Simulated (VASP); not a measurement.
Write the native input for VASP 6.6.1 that does the following.

- Task: single point
- Functional: r2SCAN
- Potentials or basis: VASP PAW PBE potentials, release 64 (Li_sv, Zn)
- Cutoff: 520 eV
- k mesh: 5 × 5 × 5
- Occupations: fermi-dirac, width 0.1 eV
- Spin: no spin polarisation
- Dipole correction: no
- Further INCAR settings: ALGO = Normal; EDIFF = 1e-06; NBANDS = 18

Li3Zn:

```
Li Zn
1.0
     0.00000    3.17186    3.17186
     3.17186    0.00000    3.17186
     3.17186    3.17186    0.00000
Li Zn
3 1
Direct
  0.25000 0.25000 0.25000
  0.75000 0.75000 0.75000
  0.50000 0.50000 0.50000
  0.00000 0.00000 0.00000
```

The input as run:

POSCAR

```
Li3Zn
1.0
    0.0000000000      3.1718611500      3.1718611500
    3.1718611500      0.0000000000      3.1718611500
    3.1718611500      3.1718611500      0.0000000000
Li Zn
3 1
Direct
    0.2499999992      0.2499999992      0.2499999992
    0.7499999992      0.7499999992      0.7499999992
    0.5000000000      0.5000000000      0.5000000000
    0.0000000000      0.0000000000      0.0000000000
```

INCAR.step1

```
  ALGO = Normal
  EDIFF = 1E-4
  ENCUT = 520
  GGA = PE
  ISMEAR = -1
  LASPH = T
  LCHARG = F
  LREAL = F
  LWAVE = T
  NBANDS = 18
  NELM = 80
  PREC = Accurate
  SIGMA = 0.1
```

INCAR.step2

```
  ALGO = Normal
  EDIFF = 1E-6
  ENCUT = 520
  ISIF = 2
  ISMEAR = -1
  ISTART = 1
  LASPH = T
  LCHARG = F
  LMIXTAU = T
  LREAL = F
  LWAVE = F
  METAGGA = R2SCAN
  NBANDS = 18
  NELM = 80
  PREC = Accurate
  SIGMA = 0.1
```

KPOINTS

```
k-points
0
Gamma
  5 5 5
```

Potentials or basis: VASP PAW PBE potentials, release 64 (Li_sv, Zn).

Command:

```sh
$ cat potpaw_PBE.64/Li_sv/POTCAR potpaw_PBE.64/Zn/POTCAR > POTCAR
$ cp INCAR.step1 INCAR
$ mpirun -np 1 vasp_std > vasp.out
$ cp INCAR.step2 INCAR
$ mpirun -np 1 vasp_std > vasp.out
```

Run time: 29 s on 1 thread of Intel(R) Xeon(R) 6975P-C (Granite Rapids) (shared host), peak memory 0.21 GiB.
